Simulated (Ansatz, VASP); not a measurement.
# Li2S in VASP and in Ansatz

```
Li S
1.0
     0.00000    2.78341    2.78341
     2.78341    0.00000    2.78341
     2.78341    2.78341    0.00000
Li S
2 1
Direct
  0.25000 0.25000 0.25000
  0.75000 0.75000 0.75000
  0.00000 0.00000 0.00000
```

Alike in both runs: functional LDA; k mesh 8 × 8 × 8; occupations gaussian, width 0.02 eV; no spin polarisation.

Ansatz relaxed the structure, and its values are those at the end. VASP's run is a single point on that final structure, the one shown.

|  | VASP | Ansatz |
| --- | --- | --- |
| version | VASP 6.6.1 | Ansatz 0.2.0 |
| potentials or method | VASP PAW LDA potentials, release 64 (Li_sv, S), cutoff 750 eV | scalar-relativistic, plane waves, PAW |
| valence electrons in the cell | 12 | 12 |

Ansatz gave:

* gap on the k mesh at the Fermi level (eV): 3.12
* least direct gap on the mesh (eV): 4.42
* pressure (GPa): 0.0

**Question.** What did VASP give for the same quantities?

**Answer.** gap on the k mesh at the Fermi level (eV): 3.12; least direct gap on the mesh (eV): 4.43; pressure (GPa): -0.1.

LDA's correlation is that of Perdew and Zunger in VASP and of Perdew and Wang (1992) in Ansatz.
